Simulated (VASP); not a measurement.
# BN: single point with PBE+D3(BJ)

Crystal: BN.

```xyz
2
Lattice="1.2531 0.7235 3.2949 -1.2531 0.7235 3.2949 0.0000 -1.4469 3.2949" Properties=species:S:1:pos:R:3 pbc="T T T"
B     0.2165    0.1250    9.8822
N     0.0000    0.0000    3.2890
```

This cell differs from its parent crystal: all B atoms moved -0.250 Å, as atom 1 towards its neighbour atom 2 (N) at 1.447 Å.

- Program: VASP 6.6.1
- Task: single point
- Functional: PBE
- Dispersion: D3(BJ)
- Potentials or basis: VASP PAW PBE potentials, release 64 (B, N)
- Cutoff: 600 eV
- k mesh: 12 × 12 × 12
- Occupations: gaussian, width 0.05 eV
- Spin: no spin polarisation
- Dipole correction: no
- Further INCAR settings: ALGO = Normal; EDIFF = 1e-06; NBANDS = 11

```
Pressure                   : 17.4 GPa
Largest force              : 6.206 eV/Å
Band gap on the k mesh     : 2.08 eV, indirect (least direct gap 3.84 eV)
Dispersion energy per atom : -0.142 eV
```

Forces on the atoms (eV/Å):
```
B   -5.374 -3.103  0.001
N    5.374  3.103 -0.001
```

Stress tensor (GPa, compression positive):
```
 14.81 -19.69   0.03
-19.69  37.55   0.02
  0.03   0.02  -0.29
```

Levels at points of the mesh, in eV from the valence-band top:
```tsv
k point	band 1	band 2	band 3	band 4	band 5	band 6	band 7	band 8
(0.00, 0.00, 0.00)	-19.17	-5.54	-5.48	0.00	3.83	7.44	12.05	13.51
(0.50, 0.00, 0.00)	-15.79	-9.74	-7.18	-2.91	5.93	8.45	11.87	13.96
(0.00, 0.50, 0.00)	-16.37	-10.56	-4.16	-1.70	3.18	7.11	11.49	13.62
(0.50, 0.50, 0.00)	-16.29	-10.42	-4.22	-2.30	2.08	6.97	13.09	16.31
(0.00, 0.50, 0.50)	-15.69	-9.60	-7.24	-3.56	4.80	8.36	12.57	15.92
(0.50, 0.50, 0.50)	-18.87	-7.68	-5.50	-0.01	7.03	9.03	11.27	14.39
```

Wall time 2 min on 1 thread of Intel Xeon 6975P-C, on a shared host, peak memory 0.27 GiB.

Caveat: the cell differs from its parent crystal (all B atoms moved -0.250 Å, as atom 1 towards its neighbour atom 2 (N) at 1.447 Å); forces of over 1 eV/Å act on the atoms, so gaps and moduli don't describe the material at rest. A k mesh can miss the band edges.
